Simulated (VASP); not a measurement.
Here is a VASP 6.6.1 calculation.

The input POSCAR:

```
Li2S
1.0
    0.0000000000      2.8453387179      2.8453387179
    2.8453387179      0.0000000000      2.8453387179
    2.8453387179      2.8453387179      0.0000000000
Li S
2 1
Direct
    0.2500000000      0.2500000000      0.2500000000
    0.7500000000      0.7500000000      0.7500000000
    0.0000000000      0.0000000000      0.0000000000
```

File INCAR.step1:

```
ALGO = Normal
EDIFF = 1E-5
ENCUT = 830
GGA = PE
GGA_COMPAT = F
ISMEAR = 0
LASPH = T
LCHARG = F
LREAL = F
LWAVE = T
NBANDS = 13
NELM = 120
PREC = Accurate
SIGMA = 0.05
```

Contents of INCAR.step2:

```
ALGO = Normal
EDIFF = 1E-6
ENCUT = 830
GGA_COMPAT = F
ISIF = 2
ISMEAR = 0
ISTART = 1
LASPH = T
LCHARG = F
LMIXTAU = T
LREAL = F
LWAVE = F
METAGGA = R2SCAN
NBANDS = 13
NELM = 120
PREC = Accurate
SIGMA = 0.05
```

KPOINTS

```
k-points
0
Gamma
  8 8 8
```

Potentials or basis: VASP PAW PBE potentials, release 64 (Li_sv, S).

Command:

```console
$ cat potpaw_PBE.64/Li_sv/POTCAR potpaw_PBE.64/S/POTCAR > POTCAR
$ cp INCAR.step1 INCAR
$ mpirun -np 1 vasp_std > vasp.out
$ cp INCAR.step2 INCAR
$ mpirun -np 1 vasp_std > vasp.out
```

Problem. Predict the band gap on the k mesh.

Solution. 3.86 eV (least direct gap 5.05 eV).

Problem. Estimate the pressure.

Solution. -0.2 GPa.

Caveat: the PAW data sets were made with another functional, which shifts forces and pressure a little. A k mesh can miss the band edges.
